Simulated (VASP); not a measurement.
A run of VASP 6.6.1 is set up as follows.

Contents of INCAR:

```
SYSTEM = Ta
ALGO = Fast
EDIFF = 1E-6
ENCUT = 520
GGA = PS
ISIF = 2
ISMEAR = 0
LASPH = .TRUE.
LCHARG = .FALSE.
LREAL = .FALSE.
LWAVE = .FALSE.
NBANDS = 12
NELM = 80
PREC = Accurate
SIGMA = 0.15
```

KPOINTS

```
k-points
0
G
  22 22 22
  0 0 0
```

File POSCAR:

```
Ta
1.0
   -1.6815962522      1.6815962522      1.5605213221
    1.6815962522     -1.6815962522      1.5605213221
    1.6815962522      1.6815962522     -1.5605213221
Ta
1
Direct
    0.0000000000      0.0000000000      0.0000000000
```

Potentials or basis: VASP PAW PBE potentials, release 64 (Ta_pv).

Launch:

```sh
$ cat potpaw_PBE.64/Ta_pv/POTCAR > POTCAR
$ mpirun -np 1 vasp_std > vasp.out
```

Problem. What does it give for the pressure?

Solution. 0.8 GPa.

Problem. What does it give for the band gap on the k mesh?

Solution. Zero (an odd number of electrons rules out a gap without spin polarisation).

Stress tensor (GPa, compression positive):
```
-1.53  0.00  0.00
 0.00 -1.53  0.00
 0.00  0.00  5.47
```

Caveat: the stress differs along the axes, from -2 to 5 GPa; the PAW data sets were made with another functional, which shifts forces and pressure a little; spin-orbit coupling is left out, which moves the levels of the heavy elements.
